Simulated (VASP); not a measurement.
# CuO (C2/c) in VASP: notebook, part 3 of 3

VASP 6.6.1.

### Step 5. Single point, PBE, collinear spin

File INCAR:

```
SYSTEM = CuO
ALGO = Normal
EDIFF = 1E-7
ENCUT = 520
GGA = PE
ISIF = 2
ISMEAR = -1
ISPIN = 2
LASPH = .True.
LCHARG = .False.
LMAXMIX = 4
LORBIT = 11
LREAL = .False.
LWAVE = .False.
MAGMOM = 1 1 1 1 0 0 0 0
NBANDS = 48
NELM = 150
PREC = Accurate
SIGMA = 0.05
```

File KPOINTS:

```
k-points
0
Gamma
  4 7 4
  0 0 0
```

File POSCAR:

```
CuO
1.0
    4.6791000000     -3.4805000000      0.0000000000
    2.3395500000      1.7402500000      0.0000000000
   -0.7652000000      0.0000000000      5.0607800000
Cu O
4 4
Direct
    0.0000000000      0.5000000000      0.0000000000
    0.5000000000      0.5000000000      0.0000000000
    0.2500000000      0.0000000000      0.5000000000
    0.7500000000      0.0000000000      0.5000000000
    0.2738500000      0.4523000000      0.2500000000
    0.7738500000      0.4523000000      0.2500000000
    0.2261500000      0.5477000000      0.7500000000
    0.7261500000      0.5477000000      0.7500000000
```

Potentials or basis: VASP PAW PBE potentials, release 64 (Cu, O).

The run is started by

```
$ cat potpaw_PBE.64/Cu/POTCAR potpaw_PBE.64/O/POTCAR > POTCAR
$ mpirun -np 1 vasp_std > vasp.out
```

OUTCAR:

```text
SYSTEM = CuO
   EDIFF = 1E-7
   ENCUT = 520
   GGA = PE
   ISIF = 2
   ISMEAR = -1
   ISPIN = 2
   LASPH = .True.
   LORBIT = 11
   LREAL = .False.
   NELM = 150
   PREC = Accurate

 ion  position               nearest neighbor table
   1  0.000  0.500  0.000-   5 1.91   8 1.91   7 1.99   6 1.99
   2  0.500  0.500  0.000-   6 1.91   7 1.91   5 1.99   8 1.99
   3  0.250  0.000  0.500-   7 1.91   5 1.91   7 1.99   5 1.99
   4  0.750  0.000  0.500-   8 1.91   6 1.91   8 1.99   6 1.99
   5  0.274  0.452  0.250-   3 1.91   1 1.91   2 1.99   3 1.99
   6  0.774  0.452  0.250-   4 1.91   2 1.91   1 1.99   4 1.99
   7  0.226  0.548  0.750-   3 1.91   2 1.91   1 1.99   3 1.99
   8  0.726  0.548  0.750-   4 1.91   1 1.91   2 1.99   4 1.99

  LATTYP: Found a triclinic cell.
 ALAT       =     5.5783996086
 B/A-ratio  =     2.1562182015
 C/A-ratio  =     0.5226970101
 COS(alpha) =     0.0008972560
 COS(beta)  =     0.4126348497
 COS(gamma) =     0.8080039080

  Lattice vectors:

 A1 = (  -1.5743500000,  -1.7402500000,  -5.0607800000)
 A2 = (   3.8699500000,  -5.2207500000, -10.1215600000)
 A3 = (  -2.3395500000,  -1.7402500000,   0.0000000000)

Analysis of symmetry for initial positions (statically):
=====================================================================
 Subroutine PRICEL returns following result:

  LATTYP: Found a base centered monoclinic cell.
 ALAT       =     4.6791000000
 B/A-ratio  =     0.7438396273
 C/A-ratio  =     1.0938648385
 COS(beta)  =    -0.1495026780
[... 12 lines left out ...]
 Subroutine GETGRP returns: Found  2 space group operations
 (whereof  2 operations were pure point group operations)
 out of a pool of  2 trial point group operations.

The static configuration has the point symmetry S_2 .

Analysis of symmetry for dynamics (positions and initial velocities):
=====================================================================
 Subroutine PRICEL returns following result:

  LATTYP: Found a base centered monoclinic cell.
 ALAT       =     4.6791000000
 B/A-ratio  =     0.7438396273
 C/A-ratio  =     1.0938648385
 COS(beta)  =    -0.1495026780
[... 12 lines left out ...]
 Subroutine GETGRP returns: Found  2 space group operations
 (whereof  2 operations were pure point group operations)
 out of a pool of  2 trial point group operations.

The dynamic configuration has the point symmetry S_2 .

Analysis of structural, dynamic, and magnetic symmetry:
=====================================================================
 Subroutine PRICEL returns following result:

  LATTYP: Found a base centered monoclinic cell.
 ALAT       =     4.6791000000
 B/A-ratio  =     0.7438396273
 C/A-ratio  =     1.0938648385
 COS(beta)  =    -0.1495026780
[... 12 lines left out ...]
 Subroutine GETGRP returns: Found  2 space group operations
 (whereof  2 operations were pure point group operations)
 out of a pool of  2 trial point group operations.

The overall configuration has the point symmetry S_2 .

 Subroutine INISYM returns: Found  2 space group operations
 (whereof  2 operations are pure point group operations),
 and found     2 'primitive' translations

----------------------------------------------------------------------------------------
[... 107 lines left out ...]
   PSTRESS=    0.0 pullay stress
   NELECT =      68.0000    total number of electrons
   NUPDOWN=      -1.0000    fix difference up-down
   EMIN   =  10.00;   EMAX   =-10.00  energy-range for DOS
   EFERMI =   0.00;   METHOD = LEGACY
   ISMEAR =    -1;   SIGMA  =   0.05  broadening in eV -4-tet -1-fermi 0-gaus
   EFERMI_NEDOS =   21; number of points for ismear=-14 and -15
   IALGO  =     38    algorithm
   IMIX   =      4    mixing-type and parameters
     AMIX     =   0.40;   BMIX     =  1.00
     AMIX_MAG =   1.60;   BMIX_MAG =  1.00
  volume/ion in A,a.u.               =      10.30        69.52
  Fermi-wavevector in a.u.,A,eV,Ry     =   1.535456  2.901591 32.077430  2.357625
  Thomas-Fermi vector in A             =   2.642242
   LORBIT       =     11    0 simple, 1 ext, 2 COOP (PROOUT), +10 PAW based schemes
   GGA     = PE    functional components
   LHFCALC =     F    Hartree Fock is set to
   AEXX    =    0.0000 exact exchange contribution
   IVDW    =     0    specifies the selected vdW correction
   LEPSILON=     F    determine dielectric tensor
   LRPA    =     F    only Hartree local field effects (RPA)
 spin polarized calculation
  energy-cutoff  :      520.00
  volume of cell :       82.42
 maximum number of plane-waves:      2248
 NGX is ok and might be reduce to    48
   NGX = 21   NGY = 11   NGZ = 19

 number of electron      68.0000029 magnetization      -0.0047053

 number of electron      68.0000029 magnetization       0.0001132

 Free energy of the ion-electron system (eV)
  ---------------------------------------------------
  ext. energy  EPLUGINS =         0.00000000
  ---------------------------------------------------
  free energy    TOTEN  =       -39.14662111 eV

  energy without entropy =      -39.11508000  energy(sigma->0) =      -39.13085056

 E-fermi :   5.6118     XC(G=0): -11.7930

 val. band max:        5.6091739167   @ k =   0.5000   0.1429   0.0000
 cond. band min:       5.6124946335   @ k =   0.2500   0.2857   0.0000
 fundamental gap:      0.0033207169
 Fermi energy:         5.6118444905

 spin component 1

 k-point     1 :       0.0000    0.0000    0.0000
  band No.  band energies     occupation
      1     -14.4071      1.00000
      2     -13.6773      1.00000
      3     -13.0297      1.00000
      4     -12.8156      1.00000
      5      -2.6627      1.00000
      6      -1.7116      1.00000
[... 1165 lines left out ...]
     45      17.6227      0.00000
     46      18.6458      0.00000

 [... further k-points ...]

 spin component 2

 k-point     1 :       0.0000    0.0000    0.0000
  band No.  band energies     occupation
      1     -14.4071      1.00000
      2     -13.6773      1.00000
      3     -13.0297      1.00000
      4     -12.8156      1.00000
      5      -2.6627      1.00000
      6      -1.7117      1.00000
[... 1165 lines left out ...]
     45      17.6228      0.00000
     46      18.6459      0.00000

 [... further k-points ...]

 [bands above 46 left out]

------------------------ aborting loop because EDIFF is reached ----------------------------------------

  FORCE on cell =-STRESS in cart. coord.  units (eV):
  Direction    XX          YY          ZZ          XY          YZ          ZX
  --------------------------------------------------------------------------------------
  -------------------------------------------------------------------------------------
  Total        2.6896350      4.4176199      4.5647026      0.0087144      0.0027591      1.3128042
  in kB       52.2856496     85.8771263     88.7363673      0.1694056      0.0536359     25.5204957
  external PRESSURE =      75.6330477 kB  Pullay stress =       0.0000000 kB

 VOLUME and BASIS-vectors are now :
 -----------------------------------------------------------------------------
  energy-cutoff  :      520.00
  volume of cell :       82.42
      direct lattice vectors                 reciprocal lattice vectors
     4.679100000 -3.480500000  0.000000000     0.106858156 -0.143657520  0.016157166
     2.339550000  1.740250000  0.000000000     0.213716313  0.287315041  0.032314332
    -0.765200000  0.000000000  5.060780000     0.000000000  0.000000000  0.197597999

 POSITION                                       TOTAL-FORCE (eV/Angst)
 -----------------------------------------------------------------------------------
      1.16978      0.87013      0.00000        -0.000000      0.000000      0.000000
      3.50933     -0.87013      0.00000        -0.000000      0.000000      0.000000
      0.78717     -0.87013      2.53039        -0.000000      0.000000      0.000000
      3.12672     -2.61038      2.53039        -0.000000      0.000000      0.000000
      2.14825     -0.16602      1.26520         0.001763     -0.222214     -0.003017
      4.48780     -1.90627      1.26520         0.001763     -0.222214     -0.003017
      1.76565      0.16602      3.79558        -0.001763      0.222214      0.003017
      4.10520     -1.57423      3.79558        -0.001763      0.222214      0.003017
 -----------------------------------------------------------------------------------
    total drift:                               -0.000000     -0.000000      0.000000

  FREE ENERGIE OF THE ION-ELECTRON SYSTEM (eV)
  ---------------------------------------------------
  free  energy   TOTEN  =       -39.1466211120 eV

  energy  without entropy=      -39.1150800045  energy(sigma->0) =      -39.13085056

 total charge

# of ion       s       p       d       tot
------------------------------------------
    1        0.392   0.399   9.139   9.930
    2        0.392   0.399   9.139   9.930
    3        0.391   0.399   9.139   9.930
    4        0.391   0.399   9.139   9.930
    5        1.578   3.390   0.000   4.967
    6        1.578   3.390   0.000   4.967
    7        1.578   3.390   0.000   4.967
    8        1.578   3.390   0.000   4.967
--------------------------------------------------
tot          7.877  15.154  36.556  59.587

 magnetization (x)

# of ion       s       p       d       tot
------------------------------------------
    1        0.000   0.000  -0.000  -0.000
    2        0.000   0.000  -0.000  -0.000
    3       -0.000  -0.000   0.000   0.000
    4       -0.000  -0.000   0.000   0.000
    5        0.000   0.000   0.000   0.000
    6        0.000   0.000   0.000   0.000
    7        0.000   0.000   0.000   0.000
    8        0.000   0.000   0.000   0.000
--------------------------------------------------
tot          0.000   0.000   0.000   0.000
```

Run time: 4 min. Hardware: 1 thread of Intel Xeon 6975P-C (Granite Rapids), shared host; peak memory 0.44 GiB.

What came out:

* Free energy: -39.1466 eV
* Pressure: 7.6 GPa
* Largest force: 0.222 eV/Å
* Band gap on the k mesh: zero (filled and empty bands overlap)
* Net moment: 0.00 μB per cell
* Valence electrons inside the program's atomic spheres: Cu 9.93; O 4.97

Forces in eV/Å, atoms in the order of the input:
```
Cu   0.000  0.000  0.000
Cu   0.000  0.000  0.000
Cu   0.000  0.000  0.000
Cu   0.000  0.000  0.000
O    0.002 -0.222 -0.003
O    0.002 -0.222 -0.003
O   -0.002  0.222  0.003
O   -0.002  0.222  0.003
```

Stress tensor (GPa, compression positive):
```
5.23 0.02 2.55
0.02 8.59 0.01
2.55 0.01 8.87
```

Caveat: the cell stands under pressure; semilocal functionals often make such compounds metallic where correlation or magnetic order opens a gap, which also shifts bond lengths.

### Step 6. Single point, PBE, collinear spin

File INCAR:

```
SYSTEM = CuO
ALGO = Normal
EDIFF = 1E-6
ENCUT = 520
GGA = PE
ISIF = 2
ISMEAR = -1
ISPIN = 2
LASPH = .TRUE.
LCHARG = .FALSE.
LMAXMIX = 4
LORBIT = 11
LREAL = .FALSE.
LWAVE = .FALSE.
MAGMOM = 0.03 0.03 0.03 0.03 0 0 0 0
NBANDS = 48
NELM = 150
PREC = Accurate
SIGMA = 0.05
```

File KPOINTS:

```
k-points
0
G
  4 7 4
  0 0 0
```

POSCAR is that of step 5.

Potentials or basis: VASP PAW PBE potentials, release 64 (Cu, O).

The run is started by

```
$ cat potpaw_PBE.64/Cu/POTCAR potpaw_PBE.64/O/POTCAR > POTCAR
$ mpirun -np 1 vasp_std > vasp.out
```

It took 9.2 min on 1 thread of Oxide Virtual Turin-like, shared host; peak memory 0.41 GiB.

The run converged. Its results:

```yaml
Free_energy: -39.1466 eV
Pressure: 7.6 GPa
Largest_force: 0.222 eV/Å
Band_gap_on_the_k_mesh: zero (filled and empty bands overlap)
Net_moment: 0.00 μB per cell
Valence_electrons_inside_the_program's_atomic_spheres: Cu 9.93; O 4.97
```

Forces on the atoms (eV/Å):
```
Cu   0.000  0.000  0.000
Cu   0.000  0.000  0.000
Cu   0.000  0.000  0.000
Cu   0.000  0.000  0.000
O    0.002 -0.222 -0.003
O    0.002 -0.222 -0.003
O   -0.002  0.222  0.003
O   -0.002  0.222  0.003
```

Stress tensor (GPa, compression positive):
```
5.23 0.02 2.55
0.02 8.59 0.01
2.55 0.01 8.88
```

Levels at points of the mesh, in eV from the Fermi level:
Spin up:
| k point | band 32 | band 33 | band 34 | band 35 | band 36 | band 37 |
| --- | --- | --- | --- | --- | --- | --- |
| (0.00, 0.00, 0.00) | -1.52 | 0.12 | 0.23 | 0.32 | 0.94 | 1.73 |
| (0.50, 0.00, 0.00) | -1.70 | -0.03 | -0.03 | 0.61 | 0.61 | 3.50 |
| (0.00, 0.00, 0.50) | -1.60 | -0.12 | 0.20 | 0.20 | 0.68 | 3.86 |
| (0.50, 0.00, 0.50) | -1.59 | -0.92 | -0.92 | 0.45 | 0.45 | 4.72 |
Spin down:
```csv
k point,band 32,band 33,band 34,band 35,band 36,band 37
"(0.00, 0.00, 0.00)",-1.52,0.12,0.23,0.32,0.94,1.73
"(0.50, 0.00, 0.00)",-1.70,-0.03,-0.03,0.61,0.61,3.50
"(0.00, 0.00, 0.50)",-1.60,-0.12,0.20,0.20,0.68,3.86
"(0.50, 0.00, 0.50)",-1.59,-0.92,-0.92,0.45,0.45,4.72
```

Caveat: the cell stands under pressure; semilocal functionals often make such compounds metallic where correlation or magnetic order opens a gap, which also shifts bond lengths.

### Step 7. Overview

| spin | gap on the mesh (eV) | pressure (GPa) | moment (μB) | largest force (eV/Å) |
| --- | --- | --- | --- | --- |
| off | none | 7.6 | - | 0.22 |
| collinear, zero start | none | 7.6 | 0.00 | 0.22 |
| collinear | none | 7.6 | 0.00 | 0.22 |

Alike in all rows: task single point; level PBE; potentials or basis VASP PAW PBE potentials, release 64 (Cu, O); cell as given; k mesh 4 × 7 × 4; cutoff (eV) 520; smearing fermi-dirac 0.05 eV.

Caveats: the cell stands under pressure; semilocal functionals often make such compounds metallic where correlation or magnetic order opens a gap, which also shifts bond lengths.

Absolute energies hang on the potentials; compare differences alone.
